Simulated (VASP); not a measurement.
# Y3Zn2 (R-3m) in VASP: single point with PBE

Aim: the single point of Y3Zn2 with PBE.

Program: VASP 6.6.1. These are calculated values, not measurements. Logs are shortened: lines on timing, memory, paths and dates and some standing lists are left out, and cuts for length are marked.

### Step 1. The cell of the first run

The structure is trigonal, space group R-3m (No. 166). The conventional cell has a = 5.191 Å, b = 5.191 Å, c = 16.114 Å, α = 90.00°, β = 90.00°, γ = 120.00°. Y (site symmetry -3m) has 6 Y at 3.18 Å and 8 Zn at 3.31 to 3.64 Å within 4.2 Å. Y (site symmetry 3m) has 7 Zn at 3.12 to 3.75 Å and 7 Y at 3.18 to 3.67 Å within 4.1 Å. Zn (site symmetry 3m) has 11 Y at 3.12 to 3.75 Å and 3 Zn at 3.25 Å within 4.1 Å.

### Step 2. Single point, PBE

The input, INCAR:

```
PREC = Accurate
ENCUT = 520
EDIFF = 1E-6
ISMEAR = 1
SIGMA = 0.2007
LREAL = False
LASPH = True
NELM = 80
ALGO = Normal
ISIF = 2
LWAVE = False
LCHARG = True
GGA = PE
LELF = True
LVHAR = True
NBANDS = 36
```

The input, KPOINTS:

```
Automatic mesh
0
Gamma
  8 8 8
```

The input, POSCAR:

```
Y3Zn2
1.0
    5.1906440000      0.0000000000      0.0000000000
   -2.5953220000      4.4952310000      0.0000000000
   -2.5953220000      1.4984100000      5.3713870000
Y Zn
3 2
Direct
    0.0000000000      0.0000000000      0.0000000000
    0.3990000000      0.6010000000      0.1970000000
    0.6010000000      0.3990000000      0.8030000000
    0.7946000000      0.2054000000      0.3838000000
    0.2054000000      0.7946000000      0.6162000000
```

Potentials or basis: VASP PAW PBE potentials, release 64 (Y_sv, Zn).

On the command line:

```bash
$ cat potpaw_PBE.64/Y_sv/POTCAR potpaw_PBE.64/Zn/POTCAR > POTCAR
$ mpirun -np 1 vasp_std > vasp.out
```

OUTCAR:

```text
PREC = Accurate
   ENCUT = 520
   EDIFF = 1E-6
   ISMEAR = 1
   LREAL = False
   LASPH = True
   NELM = 80
   ISIF = 2
   GGA = PE

 ion  position               nearest neighbor table
   1  0.000  0.000  0.000-   3 3.18   2 3.18   3 3.18   2 3.18   3 3.18   2 3.18   5 3.31   4 3.31
                             5 3.64   4 3.64   4 3.64   5 3.64   5 3.64   4 3.64
   2  0.399  0.601  0.197-   5 3.12   4 3.16   4 3.16   4 3.16   1 3.18   1 3.18   1 3.18   3 3.26
                             3 3.67   3 3.67   3 3.67
   3  0.601  0.399  0.803-   4 3.12   5 3.16   5 3.16   5 3.16   1 3.18   1 3.18   1 3.18   2 3.26
                             2 3.67   2 3.67   2 3.67
   4  0.795  0.205  0.384-   3 3.12   2 3.16   2 3.16   2 3.16   1 3.31   1 3.64   1 3.64   1 3.64

   5  0.205  0.795  0.616-   2 3.12   3 3.16   3 3.16   3 3.16   1 3.31   1 3.64   1 3.64   1 3.64

  LATTYP: Found a trigonal (rhomboedric) cell.
 ALAT       =     6.1508320096
 COS(alpha) =     0.6439221081

  Lattice vectors:

 A1 = (  -0.0000000000,  -2.9968210000,   5.3713870000)
 A2 = (   2.5953220000,   1.4984100000,   5.3713870000)
 A3 = (  -2.5953220000,   1.4984100000,   5.3713870000)

Analysis of symmetry for initial positions (statically):
=====================================================================
 Subroutine PRICEL returns:
 Original cell was already a primitive cell.

 Routine SETGRP: Setting up the symmetry group for a
 trigonal (rhombohedral) supercell.

 Subroutine GETGRP returns: Found 12 space group operations
 (whereof 12 operations were pure point group operations)
 out of a pool of 12 trial point group operations.

The static configuration has the point symmetry D_3d.

Analysis of symmetry for dynamics (positions and initial velocities):
=====================================================================
 Subroutine PRICEL returns:
 Original cell was already a primitive cell.

 Routine SETGRP: Setting up the symmetry group for a
 trigonal (rhombohedral) supercell.

 Subroutine GETGRP returns: Found 12 space group operations
 (whereof 12 operations were pure point group operations)
 out of a pool of 12 trial point group operations.

The dynamic configuration has the point symmetry D_3d.

 Subroutine INISYM returns: Found 12 space group operations
 (whereof 12 operations are pure point group operations),
 and found     1 'primitive' translations

----------------------------------------------------------------------------------------

                                     Primitive cell

  volume of cell :     125.3313

  direct lattice vectors                    reciprocal lattice vectors
     5.190644000  0.000000000  0.000000000     0.192654322  0.111228989  0.062057225
    -2.595322000  4.495231000  0.000000000     0.000000000  0.222457978 -0.062057204
    -2.595322000  1.498410000  5.371387000     0.000000000  0.000000000  0.186171654

  length of vectors
     5.190644000  5.190645242  6.150831417     0.230951672  0.230951615  0.186171654

  position of ions in fractional coordinates (direct lattice)
     0.000000000  0.000000000  0.000000000
     0.399000000  0.601000000  0.197000000
     0.601000000  0.399000000  0.803000000
     0.794600000  0.205400000  0.383800000
     0.205400000  0.794600000  0.616200000

  ion indices of the primitive-cell ions
   primitive index   ion index
                 1           1
                 2           2
                 3           3
                 4           4
                 5           5

----------------------------------------------------------------------------------------

 KPOINTS: Automatic mesh

Automatic generation of k-mesh.
 Grid dimensions read from file:
 generate k-points for:    8    8    8

 Generating k-lattice:

  Cartesian coordinates                     Fractional coordinates (reciprocal lattice)
     0.024081790  0.013903624  0.007757153     0.125000000 -0.000000000 -0.000000000
     0.000000000  0.027807247 -0.007757151     0.000000000  0.125000000  0.000000000
     0.000000000  0.000000000  0.023271457     0.000000000  0.000000000  0.125000000

  Length of vectors
     0.028868959  0.028868952  0.023271457

  Shift w.r.t. Gamma in fractional coordinates (k-lattice)
     0.000000000  0.000000000  0.000000000

 Subroutine IBZKPT returns following result:
 ===========================================

 Found     65 irreducible k-points:

 Following reciprocal coordinates:
            Coordinates               Weight
  0.000000  0.000000  0.000000      1.000000
  0.125000  0.000000  0.000000      6.000000
  0.250000  0.000000  0.000000      6.000000
  0.375000  0.000000  0.000000      6.000000
  0.500000  0.000000  0.000000      3.000000
  0.125000  0.125000  0.000000      6.000000
[... 16 lines left out ...]
  0.125000  0.000000  0.125000      6.000000
  0.250000  0.000000  0.125000      6.000000
 [... further k-points ...]
   k-points           NKPTS =     65   k-points in BZ     NKDIM =     65   number of bands    NBANDS=     36
   number of dos      NEDOS =    301   number of ions     NIONS =      5
   total plane-waves  NPLWV =  76800
   dimension x,y,z NGX =    40 NGY =   40 NGZ =   48
   dimension x,y,z NGXF=    80 NGYF=   80 NGZF=   96
   ions per type =               3   2
   NGX,Y,Z   is equivalent  to a cutoff of  12.81, 12.81, 12.97 a.u.
   NGXF,Y,Z  is equivalent  to a cutoff of  25.62, 25.62, 25.95 a.u.
 SYSTEM =  unknown system
   PREC   = accura    normal or accurate (medium, high low for compatibility)
   ISTART =      0    job   : 0-new  1-cont  2-samecut
   ICHARG =      2    charge: 1-file 2-atom 10-const
   ISPIN  =      1    spin polarized calculation?
   LNONCOLLINEAR =      F non collinear calculations
   LSORBIT =      F    spin-orbit coupling
   LASPH  =      T    aspherical Exc in radial PAW
   ENCUT  =  520.0 eV  38.22 Ry    6.18 a.u.   9.65  9.65 11.44*2*pi/ulx,y,z
   NELM   =     80;   NELMIN=  2; NELMDL= -5     # of ELM steps
   EDIFF  = 0.1E-05   stopping-criterion for ELM
   LREAL  =      F    real-space projection
[... 7 lines left out ...]
   TEBEG  =    0.0;   TEEND  =   0.0 temperature during run
   PSTRESS=    0.0 pullay stress
   NELECT =      57.0000    total number of electrons
   NUPDOWN=      -1.0000    fix difference up-down
   EMIN   =  10.00;   EMAX   =-10.00  energy-range for DOS
   EFERMI =   0.00;   METHOD = LEGACY
   ISMEAR =     1;   SIGMA  =   0.20  broadening in eV -4-tet -1-fermi 0-gaus
   EFERMI_NEDOS =   21; number of points for ismear=-14 and -15
   IALGO  =     38    algorithm
   IMIX   =      4    mixing-type and parameters
     AMIX     =   0.40;   BMIX     =  1.00
     AMIX_MAG =   1.60;   BMIX_MAG =  1.00
  volume/ion in A,a.u.               =      25.07       169.16
  Fermi-wavevector in a.u.,A,eV,Ry     =   1.258964  2.379096 21.565093  1.584990
  Thomas-Fermi vector in A             =   2.392547
   LORBIT       =      0    0 simple, 1 ext, 2 COOP (PROOUT), +10 PAW based schemes
   GGA     = PE    functional components
   LHFCALC =     F    Hartree Fock is set to
   AEXX    =    0.0000 exact exchange contribution
   IVDW    =     0    specifies the selected vdW correction
   LEPSILON=     F    determine dielectric tensor
   LRPA    =     F    only Hartree local field effects (RPA)
 non-spin polarized calculation
 Methfessel and Paxton  Order N= 1 SIGMA  =   0.20
  energy-cutoff  :      520.00
  volume of cell :      125.33
 maximum number of plane-waves:      3409
   NGX = 19   NGY = 19   NGZ = 23

 number of electron      57.0000013 magnetization

 Free energy of the ion-electron system (eV)
  ---------------------------------------------------
  ext. energy  EPLUGINS =         0.00000000
  ---------------------------------------------------
  free energy    TOTEN  =       -21.10785560 eV

  energy without entropy =      -21.10993522  energy(sigma->0) =      -21.10854881

 E-fermi :   3.1316     XC(G=0): -10.0500

 val. band max:        3.1232791221   @ k =   0.5000   0.1250   0.0000
 cond. band min:       3.1359823400   @ k =   0.0000   0.0000   0.0000
 fundamental gap:      0.0127032179
 Fermi energy:         3.1316237417

 k-point     1 :       0.0000    0.0000    0.0000
  band No.  band energies     occupation
      1     -39.7277      2.00000
      2     -39.5876      2.00000
      3     -39.5368      2.00000
      4     -20.0018      2.00000
      5     -20.0018      2.00000
      6     -19.8804      2.00000
[... 28 lines left out ...]
     35       4.8205     -0.00000
     36       6.8398     -0.00000

 k-point     2 :       0.1250    0.0000    0.0000
  band No.  band energies     occupation
      1     -39.7208      2.00000
      2     -39.5892      2.00000
      3     -39.5423      2.00000
      4     -20.0204      2.00000
      5     -20.0147      2.00000
      6     -19.8697      2.00000
[... 28 lines left out ...]
     35       4.9917     -0.00000
     36       6.8663     -0.00000

 k-point     3 :       0.2500    0.0000    0.0000
  band No.  band energies     occupation
      1     -39.7012      2.00000
      2     -39.5953      2.00000
      3     -39.5562      2.00000
      4     -20.0594      2.00000
      5     -20.0414      2.00000
      6     -19.8415      2.00000
[... 28 lines left out ...]
     35       5.1524     -0.00000
     36       6.4970     -0.00000

 k-point     4 :       0.3750    0.0000    0.0000
  band No.  band energies     occupation
      1     -39.6724      2.00000
      2     -39.6114      2.00000
      3     -39.5692      2.00000
      4     -20.0927      2.00000
      5     -20.0633      2.00000
      6     -19.8072      2.00000
[... 28 lines left out ...]
     35       5.4945     -0.00000
     36       6.2081     -0.00000

 k-point     5 :       0.5000    0.0000    0.0000
  band No.  band energies     occupation
      1     -39.6403      2.00000
      2     -39.6395      2.00000
      3     -39.5734      2.00000
      4     -20.1053      2.00000
      5     -20.0712      2.00000
      6     -19.7929      2.00000
[... 655 lines left out ...]
 k-point    22 :       0.0000    0.0000    0.1250
  band No.  band energies     occupation
      1     -39.7255      2.00000
      2     -39.5933      2.00000
      3     -39.5335      2.00000
      4     -19.9993      2.00000
      5     -19.9993      2.00000
      6     -19.8693      2.00000
[... 28 lines left out ...]
     35       4.6591     -0.00000
     36       7.0347     -0.00000

 k-point    23 :       0.1250    0.0000    0.1250
  band No.  band energies     occupation
      1     -39.7171      2.00000
      2     -39.5981      2.00000
      3     -39.5371      2.00000
      4     -20.0162      2.00000
      5     -20.0131      2.00000
      6     -19.8527      2.00000
[... 28 lines left out ...]
     35       4.8273     -0.00000
     36       6.7519     -0.00000

 k-point    24 :       0.2500    0.0000    0.1250
  band No.  band energies     occupation
      1     -39.6962      2.00000
      2     -39.6068      2.00000
      3     -39.5497      2.00000
      4     -20.0538      2.00000
      5     -20.0446      2.00000
      6     -19.8198      2.00000
[... 28 lines left out ...]
     35       5.0671     -0.00000
     36       6.1241     -0.00000

 [... further k-points ...]
[... 5 lines left out ...]
  --------------------------------------------------------------------------------------
  -------------------------------------------------------------------------------------
  Total       -0.2424549     -0.2424551     -0.9855446      0.0000000      0.0000001      0.0000000
  in kB       -3.0994303     -3.0994323    -12.5987418      0.0000000      0.0000008      0.0000000
  external PRESSURE =      -6.2658682 kB  Pullay stress =       0.0000000 kB

 VOLUME and BASIS-vectors are now :
 -----------------------------------------------------------------------------
  energy-cutoff  :      520.00
  volume of cell :      125.33
      direct lattice vectors                 reciprocal lattice vectors
     5.190644000  0.000000000  0.000000000     0.192654322  0.111228989  0.062057225
    -2.595322000  4.495231000  0.000000000     0.000000000  0.222457978 -0.062057204
    -2.595322000  1.498410000  5.371387000     0.000000000  0.000000000  0.186171654

 POSITION                                       TOTAL-FORCE (eV/Angst)
 -----------------------------------------------------------------------------------
      0.00000      0.00000      0.00000         0.000000      0.000000      0.000000
     -0.00000      2.99682      1.05816         0.000000     -0.000000      0.196144
      0.00000      2.99682      4.31322        -0.000000      0.000000     -0.196144
      2.59532      1.49841      2.06154        -0.000000      0.000000     -0.068304
     -2.59532      4.49523      3.30985         0.000000     -0.000000      0.068304
 -----------------------------------------------------------------------------------
    total drift:                               -0.000000      0.000000      0.000000

  FREE ENERGIE OF THE ION-ELECTRON SYSTEM (eV)
  ---------------------------------------------------
  free  energy   TOTEN  =       -21.1078555961 eV

  energy  without entropy=      -21.1099352244  energy(sigma->0) =      -21.10854881
```

Wall time 5.8 min (1 thread of AMD EPYC 7R13 (Zen 3), shared host); peak memory 0.41 GiB.

Results:

```
Free energy            : -21.1079 eV
Pressure               : -0.6 GPa
Largest force          : 0.196 eV/Å
Band gap on the k mesh : zero (an odd number of electrons rules out a gap without spin polarisation)
```

Forces on the atoms (eV/Å):
```
Y    0.000  0.000  0.000
Y    0.000  0.000  0.196
Y    0.000  0.000 -0.196
Zn   0.000  0.000 -0.068
Zn   0.000  0.000  0.068
```

Stress tensor (GPa, compression positive):
```
-0.31  0.00  0.00
 0.00 -0.31  0.00
 0.00  0.00 -1.26
```
